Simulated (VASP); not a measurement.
# K (Pm-3n) in VASP: further runs, part 2 of 2

VASP 6.6.1. The steps go on from the part before.

## 3. Relaxation of cell and atoms, LDA

This run uses another cell than the first one, of 71.32 Å³/atom.

Contents of INCAR:

```
SYSTEM = K
PREC = Accurate ; ENCUT = 600
EDIFF = 1E-6 ; ISMEAR = -1
SIGMA = 0.1 ; LREAL = .False.
LASPH = .True. ; NELM = 100
ALGO = Normal ; ISIF = 3
LWAVE = .False. ; LCHARG = .False.
GGA = CA ; IBRION = 2
NSW = 80 ; EDIFFG = -0.01
```

Contents of KPOINTS:

```
Automatic mesh
0
Gamma
  3 3 3
  0 0 0
```

Contents of POSCAR:

```
K
1.0
    8.2941704965      0.0000000000      0.0000000000
    0.0000000000      8.2941704965      0.0000000000
    0.0000000000      0.0000000000      8.2941704965
K
8
Direct
    0.0000000000      0.0000000000      0.0000000000
    0.5000000000      0.5000000000      0.5000000000
    0.2500000000      0.0000000000      0.5000000000
    0.7500000000      0.0000000000      0.5000000000
    0.5000000000      0.2500000000      0.0000000000
    0.5000000000      0.7500000000      0.0000000000
    0.0000000000      0.5000000000      0.2500000000
    0.0000000000      0.5000000000      0.7500000000
```

Potentials or basis: VASP PAW LDA potentials, release 64 (K_sv).

Launch:

```
cat potpaw_LDA.64/K_sv/POTCAR > POTCAR
mpirun -np 1 vasp_std > vasp.out
```

OUTCAR:

```text
SYSTEM = K
   PREC = Accurate
   ENCUT = 600
   EDIFF = 1E-6
   ISMEAR = -1
   LREAL = .False.
   LASPH = .True.
   NELM = 100
   ISIF = 3
   GGA = CA
   IBRION = 2
   NSW = 80
   EDIFFG = -0.01

 ion  position               nearest neighbor table
   1  0.000  0.000  0.000-
   2  0.500  0.500  0.500-
   3  0.250  0.000  0.500-
   4  0.750  0.000  0.500-
   5  0.500  0.250  0.000-
   6  0.500  0.750  0.000-
   7  0.000  0.500  0.250-
   8  0.000  0.500  0.750-

  LATTYP: Found a simple cubic cell.
 ALAT       =     8.2941704965

  Lattice vectors:

 A1 = (   8.2941704965,   0.0000000000,   0.0000000000)
 A2 = (   0.0000000000,   8.2941704965,   0.0000000000)
 A3 = (   0.0000000000,   0.0000000000,   8.2941704965)

Analysis of symmetry for initial positions (statically):
[... 212 lines left out ...]

 val. band max:       -0.2075563827   @ k =   0.0000   0.0000   0.0000
 cond. band min:      -0.1222110822   @ k =   0.3333   0.3333   0.3333
 fundamental gap:      0.0853453005
 Fermi energy:        -0.1371326983

 k-point     1 :       0.0000    0.0000    0.0000
  band No.  band energies     occupation
      1     -31.9922      2.00000
      2     -31.9899      2.00000
      3     -31.9899      2.00000
      4     -31.9824      2.00000
      5     -31.9824      2.00000
      6     -31.9824      2.00000
[... 256 lines left out ...]
--------------------------------------- Ionic step        4  -------------------------------------------

 number of electron      72.0000015 magnetization

 Free energy of the ion-electron system (eV)
  ---------------------------------------------------
  ext. energy  EPLUGINS =         0.00000000
  ---------------------------------------------------
  free energy    TOTEN  =        -9.28212805 eV

  energy without entropy =       -9.03910569  energy(sigma->0) =       -9.16061687

 E-fermi :   0.0326     XC(G=0):  -6.1955

 val. band max:       -0.0351150377   @ k =   0.0000   0.0000   0.0000
 cond. band min:       0.0481690646   @ k =   0.3333   0.3333   0.3333
 fundamental gap:      0.0832841023
 Fermi energy:         0.0326035976

 k-point     1 :       0.0000    0.0000    0.0000
  band No.  band energies     occupation
      1     -31.7894      2.00000
      2     -31.7856      2.00000
      3     -31.7856      2.00000
      4     -31.7780      2.00000
      5     -31.7763      2.00000
      6     -31.7754      2.00000
[... 208 lines left out ...]
  FREE ENERGIE OF THE ION-ELECTRON SYSTEM (eV)
  ---------------------------------------------------
  free  energy   TOTEN  =        -9.2821280457 eV

  energy  without entropy=       -9.0391056938  energy(sigma->0) =       -9.16061687

 reached required accuracy - stopping structural energy minimisation
```

OSZICAR:

```text
N       E                     dE             d eps       ncg     rms          rms(c)
DAV:   1     0.622605578336E+03    0.62261E+03   -0.32381E+04   360   0.151E+03
DAV:   2     0.499463760369E+02   -0.57266E+03   -0.56669E+03   396   0.431E+02
DAV:   3    -0.531876309554E+01   -0.55265E+02   -0.54610E+02   480   0.975E+01
[... 35 lines left out ...]
DAV:   3    -0.928170120765E+01    0.37589E-02   -0.12905E-02   452   0.590E-01    0.303E-01
DAV:   4    -0.928204437024E+01   -0.34316E-03   -0.20171E-03   458   0.821E-02    0.392E-02
DAV:   5    -0.928210310018E+01   -0.58730E-04   -0.58071E-04   469   0.104E-01    0.376E-02
DAV:   6    -0.928212811249E+01   -0.25012E-04   -0.63791E-05   360   0.168E-02    0.792E-03
DAV:   7    -0.928212804565E+01    0.66836E-07   -0.28303E-06   280   0.542E-03
   4 F= -.92821280E+01 E0= -.91606169E+01  d E =-.564024E-01
```

CONTCAR:

```text
K
   1.00000000000000
     8.0398710827972675    0.0000000000000000    0.0000000000000000
    -0.0000000000000000    8.0398710827972675    0.0000000000000000
     0.0000000000000000   -0.0000000000000000    8.0398710827972675
  K
     8
Direct
     1.0000000000000000    1.0000000000000000    1.0000000000000000
     0.5000000000000000    0.5000000000000000    0.5000000000000000
     0.2500000000000000    1.0000000000000000    0.5000000000000000
     0.7500000000000000    1.0000000000000000    0.5000000000000000
     0.5000000000000000    0.2500000000000000    1.0000000000000000
     0.5000000000000000    0.7500000000000000    1.0000000000000000
     1.0000000000000000    0.5000000000000000    0.2500000000000000
     1.0000000000000000    0.5000000000000000    0.7500000000000000

  0.00000000E+00  0.00000000E+00  0.00000000E+00
  0.00000000E+00  0.00000000E+00  0.00000000E+00
  0.00000000E+00  0.00000000E+00  0.00000000E+00
  0.00000000E+00  0.00000000E+00  0.00000000E+00
  0.00000000E+00  0.00000000E+00  0.00000000E+00
  0.00000000E+00  0.00000000E+00  0.00000000E+00
  0.00000000E+00  0.00000000E+00  0.00000000E+00
  0.00000000E+00  0.00000000E+00  0.00000000E+00
```

Run time: 11 min. Hardware: 1 thread of Intel Xeon 8259CL, shared host; peak memory 0.55 GiB.

Results:

```
Free energy                           : -9.2821 eV
Relaxed volume                        : 64.96 Å³/atom
Relaxed cell                          : a = 8.040 Å, b = 8.040 Å, c = 8.040 Å, α = 90.00°, β = 90.00°, γ = 90.00°
Space group after relaxing (to 0.1 Å) : Pm-3n (No. 223)
Energy gained by relaxing             : 7.1 meV/atom
Ionic steps                           : 4
Pressure after relaxing               : 0.0 GPa
Band gap on the k mesh                : zero (bands 36 and 37 overlap by 0.16 eV)
```

The path:
```csv
step,energy change (eV),largest force (eV/Å),pressure (GPa),volume (Å³)
1,0.0000,0.0000,-0.33,570.58
2,-0.0227,0.0000,-0.27,558.42
3,-0.0562,0.0000,-0.02,522.97
4,-0.0564,0.0000,0.01,519.69
```

Final structure:
```
K
1.0
     8.03987    0.00000    0.00000
     0.00000    8.03987    0.00000
     0.00000    0.00000    8.03987
K
8
Cartesian
  8.0399 8.0399 8.0399
  4.0199 4.0199 4.0199
  2.0100 8.0399 4.0199
  6.0299 8.0399 4.0199
  4.0199 2.0100 8.0399
  4.0199 6.0299 8.0399
  8.0399 4.0199 2.0100
  8.0399 4.0199 6.0299
```

The gap in the log of VASP goes by the Fermi energy; the results here count the filled bands.